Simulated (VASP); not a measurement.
# MnO (Fm-3m) in VASP: a series of runs

MnO is run at these levels: r2SCAN+U; tasks: single point.

All numbers are computed with VASP 6.6.1; they aren't measurements. Logs are shortened: lines on timing, memory, paths and dates and some standing lists are left out, and cuts for length are marked.

### 1 The cell of the first run

The structure is cubic, space group Fm-3m (No. 225). The conventional cell has a = 4.446 Å, b = 4.446 Å, c = 4.446 Å, α = 90.00°, β = 90.00°, γ = 90.00°. Mn (site symmetry m-3m) has 6 O at 2.22 Å within 2.9 Å. O (site symmetry m-3m) has 6 Mn at 2.22 Å within 2.9 Å.

### 2 Single point, r2SCAN+U, collinear spin, ferromagnetic start

POSCAR reads:

```
MnO
1.0
    0.0000000000      2.2230000000      2.2230000000
    2.2230000000      0.0000000000      2.2230000000
    2.2230000000      2.2230000000      0.0000000000
Mn O
1 1
Direct
    0.0000000000      0.0000000000      0.0000000000
    0.5000000000      0.5000000000      0.5000000000
```

INCAR.step1 reads:

```
SYSTEM = MnO
PREC = Accurate ; ENCUT = 660
ISMEAR = 1 ; SIGMA = 0.5
LREAL = .False. ; LASPH = .True.
NELM = 200 ; ISPIN = 2
MAGMOM = 2.8 0 ; LMAXMIX = 4
LDAU = .True. ; LDAUTYPE = 2
LDAUL = 2 -1 ; LDAUU = 3 0
LDAUJ = 0 0 ; NBANDS = 20
GGA = PE ; ALGO = Normal
EDIFF = 1E-5 ; LWAVE = .True.
LCHARG = .False. ; GGA_COMPAT = .False.
```

INCAR.step2 reads:

```
SYSTEM = MnO
PREC = Accurate ; ENCUT = 660
EDIFF = 1E-6 ; ISMEAR = 1
SIGMA = 0.5 ; LREAL = .False.
LASPH = .True. ; NELM = 200
ALGO = Normal ; ISIF = 2
LWAVE = .False. ; LCHARG = .False.
ISPIN = 2 ; MAGMOM = 2.8 0
LORBIT = 11 ; LMAXMIX = 4
LDAU = .True. ; LDAUTYPE = 2
LDAUL = 2 -1 ; LDAUU = 3 0
LDAUJ = 0 0 ; LDAUPRINT = 1
METAGGA = R2SCAN ; LMIXTAU = .True.
NBANDS = 20 ; ISTART = 1
GGA_COMPAT = .False.
```

KPOINTS reads:

```
Automatic mesh
0
Gamma
  5 5 5
  0 0 0
```

Potentials or basis: VASP PAW PBE potentials, release 64 (Mn_pv, O).

Command:

```
$ cat potpaw_PBE.64/Mn_pv/POTCAR potpaw_PBE.64/O/POTCAR > POTCAR
$ cp INCAR.step1 INCAR
$ mpirun -np 1 vasp_std > vasp.out
$ cp INCAR.step2 INCAR
$ mpirun -np 1 vasp_std > vasp.out
```

OUTCAR:

```text
SYSTEM = MnO
   PREC = Accurate
   ENCUT = 660
   EDIFF = 1E-6
   ISMEAR = 1
   LREAL = .False.
   LASPH = .True.
   NELM = 200
   ISIF = 2
   ISPIN = 2
   LORBIT = 11
   METAGGA = R2SCAN
   ISTART = 1

 ion  position               nearest neighbor table
   1  0.000  0.000  0.000-   2 2.22   2 2.22   2 2.22   2 2.22   2 2.22   2 2.22
   2  0.500  0.500  0.500-   1 2.22   1 2.22   1 2.22   1 2.22   1 2.22   1 2.22

  LATTYP: Found a face centered cubic cell.
 ALAT       =     4.4460000000

  Lattice vectors:

 A1 = (   0.0000000000,   2.2230000000,   2.2230000000)
 A2 = (   2.2230000000,   0.0000000000,   2.2230000000)
 A3 = (   2.2230000000,   2.2230000000,   0.0000000000)

Analysis of symmetry for initial positions (statically):
=====================================================================
 Subroutine PRICEL returns:
 Original cell was already a primitive cell.

 Routine SETGRP: Setting up the symmetry group for a
 face centered cubic supercell.

 Subroutine GETGRP returns: Found 48 space group operations
 (whereof 48 operations were pure point group operations)
 out of a pool of 48 trial point group operations.

The static configuration has the point symmetry O_h .

Analysis of symmetry for dynamics (positions and initial velocities):
=====================================================================
 Subroutine PRICEL returns:
 Original cell was already a primitive cell.

 Routine SETGRP: Setting up the symmetry group for a
 face centered cubic supercell.

 Subroutine GETGRP returns: Found 48 space group operations
 (whereof 48 operations were pure point group operations)
 out of a pool of 48 trial point group operations.

The dynamic configuration has the point symmetry O_h .

Analysis of structural, dynamic, and magnetic symmetry:
=====================================================================
 Subroutine PRICEL returns:
 Original cell was already a primitive cell.

 Routine SETGRP: Setting up the symmetry group for a
 face centered cubic supercell.

 Subroutine GETGRP returns: Found 48 space group operations
 (whereof 48 operations were pure point group operations)
 out of a pool of 48 trial point group operations.

The overall configuration has the point symmetry O_h .

 Subroutine INISYM returns: Found 48 space group operations
 (whereof 48 operations are pure point group operations),
 and found     1 'primitive' translations

----------------------------------------------------------------------------------------

                                     Primitive cell

  volume of cell :      21.9709

  direct lattice vectors                    reciprocal lattice vectors
     0.000000000  2.223000000  2.223000000    -0.224921278  0.224921278  0.224921278
     2.223000000  0.000000000  2.223000000     0.224921278 -0.224921278  0.224921278
     2.223000000  2.223000000  0.000000000     0.224921278  0.224921278 -0.224921278

  length of vectors
     3.143796749  3.143796749  3.143796749     0.389575080  0.389575080  0.389575080

  position of ions in fractional coordinates (direct lattice)
     0.000000000  0.000000000  0.000000000
     0.500000000  0.500000000  0.500000000

  ion indices of the primitive-cell ions
   primitive index   ion index
                 1           1
                 2           2

----------------------------------------------------------------------------------------

 KPOINTS: Automatic mesh

Automatic generation of k-mesh.
 Grid dimensions read from file:
 generate k-points for:    5    5    5

 Generating k-lattice:

  Cartesian coordinates                     Fractional coordinates (reciprocal lattice)
    -0.044984256  0.044984256  0.044984256     0.200000000  0.000000000  0.000000000
     0.044984256 -0.044984256  0.044984256     0.000000000  0.200000000  0.000000000
     0.044984256  0.044984256 -0.044984256     0.000000000  0.000000000  0.200000000

  Length of vectors
     0.077915016  0.077915016  0.077915016

  Shift w.r.t. Gamma in fractional coordinates (k-lattice)
     0.000000000  0.000000000  0.000000000

 Subroutine IBZKPT returns following result:
 ===========================================

 Found     10 irreducible k-points:

 Following reciprocal coordinates:
            Coordinates               Weight
  0.000000  0.000000  0.000000      1.000000
  0.200000  0.000000  0.000000      8.000000
  0.400000  0.000000  0.000000      8.000000
  0.200000  0.200000  0.000000      6.000000
  0.400000  0.200000  0.000000     24.000000
 -0.400000  0.200000  0.000000     24.000000
 -0.200000  0.200000  0.000000     12.000000
  0.400000  0.400000  0.000000      6.000000
 -0.400000  0.400000  0.000000     12.000000
 -0.400000  0.400000  0.200000     24.000000
   k-points           NKPTS =     10   k-points in BZ     NKDIM =     10   number of bands    NBANDS=     20
   number of dos      NEDOS =    301   number of ions     NIONS =      2
   total plane-waves  NPLWV =  21952
   dimension x,y,z NGX =    28 NGY =   28 NGZ =   28
   dimension x,y,z NGXF=    56 NGYF=   56 NGZF=   56
   ions per type =               1   1
   NGX,Y,Z   is equivalent  to a cutoff of  14.81, 14.81, 14.81 a.u.
   NGXF,Y,Z  is equivalent  to a cutoff of  29.61, 29.61, 29.61 a.u.
 SYSTEM =  MnO
   PREC   = accura    normal or accurate (medium, high low for compatibility)
   ISTART =      1    job   : 0-new  1-cont  2-samecut
   ICHARG =      0    charge: 1-file 2-atom 10-const
   ISPIN  =      2    spin polarized calculation?
   LNONCOLLINEAR =      F non collinear calculations
   LSORBIT =      F    spin-orbit coupling
   LASPH  =      T    aspherical Exc in radial PAW
   ENCUT  =  660.0 eV  48.51 Ry    6.96 a.u.   6.59  6.59  6.59*2*pi/ulx,y,z
   NELM   =    200;   NELMIN=  2; NELMDL=  0     # of ELM steps
   EDIFF  = 0.1E-05   stopping-criterion for ELM
   LREAL  =      F    real-space projection
   EDIFFG = 0.1E-04   stopping-criterion for IOM
   NSW    =      0    number of steps for IOM
   IBRION =     -1    ionic relax: 0-MD 1-quasi-New 2-CG
   NFREE  =      0    steps in history (QN), initial steepest desc. (CG)
   ISIF   =      2    stress and relaxation
   ISYM   =      2    0-nonsym 1-usesym 2-fastsym
   POTIM  = 0.5000    time-step for ionic-motion
   TEBEG  =    0.0;   TEEND  =   0.0 temperature during run
   PSTRESS=    0.0 pullay stress
   NELECT =      19.0000    total number of electrons
   NUPDOWN=      -1.0000    fix difference up-down
   EMIN   =  10.00;   EMAX   =-10.00  energy-range for DOS
   EFERMI =   0.00;   METHOD = LEGACY
   ISMEAR =     1;   SIGMA  =   0.50  broadening in eV -4-tet -1-fermi 0-gaus
   EFERMI_NEDOS =   21; number of points for ismear=-14 and -15
   IALGO  =     38    algorithm
   IMIX   =      4    mixing-type and parameters
     AMIX     =   0.40;   BMIX     =  1.00
     AMIX_MAG =   1.60;   BMIX_MAG =  1.00
  volume/ion in A,a.u.               =      10.99        74.13
  Fermi-wavevector in a.u.,A,eV,Ry     =   1.559708  2.947420 33.098734  2.432688
  Thomas-Fermi vector in A             =   2.663027
   LORBIT       =     11    0 simple, 1 ext, 2 COOP (PROOUT), +10 PAW based schemes
 LDA+U is selected, type is set to LDAUTYPE =  2
   angular momentum for each species LDAUL =     2   -1
   U (eV)           for each species LDAUU =   3.0  0.0
   J (eV)           for each species LDAUJ =   0.0  0.0
   METAGGA = R2SCAN    functional components
   LHFCALC =     F    Hartree Fock is set to
   AEXX    =    0.0000 exact exchange contribution
   IVDW    =     0    specifies the selected vdW correction
   LEPSILON=     F    determine dielectric tensor
   LRPA    =     F    only Hartree local field effects (RPA)
 spin polarized calculation
 Methfessel and Paxton  Order N= 1 SIGMA  =   0.50
  energy-cutoff  :      660.00
  volume of cell :       21.97
 maximum number of plane-waves:       872
 NGX is ok and might be reduce to    28
   NGX = 13   NGY = 13   NGZ = 13

atom =   1  type =  1  l = 2

 onsite density matrix

spin component  1

  0.9427  0.0000  0.0000 -0.0000 -0.0000
  0.0000  0.9427  0.0000 -0.0000 -0.0000
  0.0000  0.0000  0.9787  0.0000  0.0000
 -0.0000 -0.0000  0.0000  0.9427 -0.0000
 -0.0000 -0.0000  0.0000 -0.0000  0.9787

spin component  2

  0.0175 -0.0000  0.0000  0.0000  0.0000
 -0.0000  0.0175  0.0000 -0.0000  0.0000
  0.0000  0.0000  0.0697  0.0000  0.0000
  0.0000 -0.0000  0.0000  0.0175  0.0000
  0.0000  0.0000  0.0000  0.0000  0.0697

 occupancies and eigenvectors

  o =  0.0175  v =  0.0000  0.0000  0.0000  0.0000  0.0000  0.9998  0.0020 -0.0000 -0.0189 -0.0000      0.0000  0.0000  0.0000  0.0000  0.0000  0.0000  0.0000  0.0000  0.0000  0.0000
  o =  0.0175  v =  0.0000  0.0000  0.0000  0.0000  0.0000  0.0190 -0.0617 -0.0000  0.9979 -0.0000      0.0000  0.0000  0.0000  0.0000  0.0000  0.0000  0.0000  0.0000  0.0000  0.0000
  o =  0.0175  v =  0.0000  0.0000  0.0000  0.0000  0.0000 -0.0009  0.9981 -0.0000  0.0618 -0.0000      0.0000  0.0000  0.0000  0.0000  0.0000  0.0000  0.0000  0.0000  0.0000  0.0000
  o =  0.0697  v =  0.0000  0.0000  0.0000  0.0000  0.0000 -0.0000 -0.0000  0.0048 -0.0000 -1.0000      0.0000  0.0000  0.0000  0.0000  0.0000  0.0000  0.0000  0.0000  0.0000  0.0000
  o =  0.0697  v =  0.0000  0.0000  0.0000  0.0000  0.0000  0.0000  0.0000  1.0000  0.0000  0.0048      0.0000  0.0000  0.0000  0.0000  0.0000  0.0000  0.0000  0.0000  0.0000  0.0000
  o =  0.9427  v =  0.0000  0.9855  0.0000  0.1697  0.0000  0.0000  0.0000  0.0000  0.0000  0.0000      0.0000  0.0000  0.0000  0.0000  0.0000  0.0000  0.0000  0.0000  0.0000  0.0000
  o =  0.9427  v =  0.0000 -0.1697 -0.0000  0.9855 -0.0000  0.0000  0.0000  0.0000  0.0000  0.0000      0.0000  0.0000  0.0000  0.0000  0.0000  0.0000  0.0000  0.0000  0.0000  0.0000
  o =  0.9427  v =  1.0000  0.0000  0.0000  0.0000  0.0000  0.0000  0.0000  0.0000  0.0000  0.0000      0.0000  0.0000  0.0000  0.0000  0.0000  0.0000  0.0000  0.0000  0.0000  0.0000
  o =  0.9787  v =  0.0000  0.0000 -0.9985 -0.0000  0.0551  0.0000  0.0000  0.0000  0.0000  0.0000      0.0000  0.0000  0.0000  0.0000  0.0000  0.0000  0.0000  0.0000  0.0000  0.0000
  o =  0.9787  v =  0.0000 -0.0000  0.0551 -0.0000  0.9985  0.0000  0.0000  0.0000  0.0000  0.0000      0.0000  0.0000  0.0000  0.0000  0.0000  0.0000  0.0000  0.0000  0.0000  0.0000

 number of electron      18.9999997 magnetization       5.0000002

 Free energy of the ion-electron system (eV)
  ---------------------------------------------------
  ext. energy  EPLUGINS =         0.00000000
  ---------------------------------------------------
  free energy    TOTEN  =       -23.84615485 eV

  energy without entropy =      -23.85301647  energy(sigma->0) =      -23.84844206

 E-fermi :   6.8139     XC(G=0): -12.5098

 val. band max:        6.4559558057   @ k =   0.4000   0.0000   0.0000
 cond. band min:       7.2961517829   @ k =   0.0000   0.0000   0.0000
 fundamental gap:      0.8401959771
 Fermi energy:         6.8138935412

 spin component 1

 k-point     1 :       0.0000    0.0000    0.0000
  band No.  band energies     occupation
      1     -45.2528      1.00000
      2     -45.2528      1.00000
      3     -45.2528      1.00000
      4     -13.7561      1.00000
      5       2.5445      1.00000
      6       2.5445      1.00000
[... 206 lines left out ...]
      6       0.7634      1.00000
[... 12 lines left out ...]
     19      31.9264      0.00000
     20      34.3245      0.00000
 Fermi energy:         6.8138935412

 spin component 2

 k-point     1 :       0.0000    0.0000    0.0000
  band No.  band energies     occupation
      1     -38.7660      1.00000
      2     -38.7660      1.00000
      3     -38.7660      1.00000
      4     -13.3512      1.00000
      5       4.1013      1.00000
      6       4.1013      1.00000
[... 219 lines left out ...]
     19      35.6022      0.00000
     20      36.3333      0.00000

------------------------ aborting loop because EDIFF is reached ----------------------------------------

  FORCE on cell =-STRESS in cart. coord.  units (eV):
  Direction    XX          YY          ZZ          XY          YZ          ZX
  --------------------------------------------------------------------------------------
  -------------------------------------------------------------------------------------
  Total        0.3251199      0.3251199      0.3251199      0.0000000      0.0000000      0.0000000
  in kB       23.7085905     23.7085905     23.7085905      0.0000000      0.0000000      0.0000000
  external PRESSURE =      23.7085905 kB  Pullay stress =       0.0000000 kB

 VOLUME and BASIS-vectors are now :
 -----------------------------------------------------------------------------
  energy-cutoff  :      660.00
  volume of cell :       21.97
      direct lattice vectors                 reciprocal lattice vectors
     0.000000000  2.223000000  2.223000000    -0.224921278  0.224921278  0.224921278
     2.223000000  0.000000000  2.223000000     0.224921278 -0.224921278  0.224921278
     2.223000000  2.223000000  0.000000000     0.224921278  0.224921278 -0.224921278

 POSITION                                       TOTAL-FORCE (eV/Angst)
 -----------------------------------------------------------------------------------
      0.00000      0.00000      0.00000         0.000000      0.000000     -0.000000
      2.22300      2.22300      2.22300         0.000000     -0.000000      0.000000
 -----------------------------------------------------------------------------------
    total drift:                                0.000000      0.000000      0.000000

  FREE ENERGIE OF THE ION-ELECTRON SYSTEM (eV)
  ---------------------------------------------------
  free  energy   TOTEN  =       -23.8461548480 eV

  energy  without entropy=      -23.8530164745  energy(sigma->0) =      -23.84844206

 total charge

# of ion       s       p       d       tot
------------------------------------------
    1        0.209   6.174   4.958  11.341
    2        1.552   3.492   0.000   5.044
--------------------------------------------------
tot          1.761   9.666   4.958  16.385

 magnetization (x)

# of ion       s       p       d       tot
------------------------------------------
    1        0.028   0.023   4.585   4.636
    2        0.026   0.143   0.000   0.169
--------------------------------------------------
tot          0.054   0.166   4.585   4.805
```

Run time: 73 s. Hardware: 1 thread of AMD EPYC 7R43 (Zen 3), shared host; peak memory 0.15 GiB.

Results:

```yaml
Free_energy: -23.8462 eV
Pressure: 2.4 GPa
Band_gap_on_the_k_mesh: 0.84 eV (least direct gap 3.19 eV)
Net_moment: 5.00 μB per cell
Site_moments: Mn +4.64; O +0.17 μB
Valence_electrons_inside_the_program's_atomic_spheres: Mn 11.34; O 5.04
```

Eigenvalues of the final occupation matrices:
| site | spin | trace | eigenvalues |
| --- | --- | --- | --- |
| site 1 d | 1 | 4.79 | 0.94 0.94 0.94 0.98 0.98 |
| site 1 d | 2 | 0.19 | 0.02 0.02 0.02 0.07 0.07 |

Caveat: the k points lie up to 0.49 Å⁻¹ apart; the PAW data sets were made with another functional, which shifts forces and pressure a little; an odd mesh through Γ misses points on the zone boundary, where band edges can lie; a cell with one magnetic atom can't hold antiferromagnetic order, which such compounds often take.

(Part 1 of 3 ends here.)
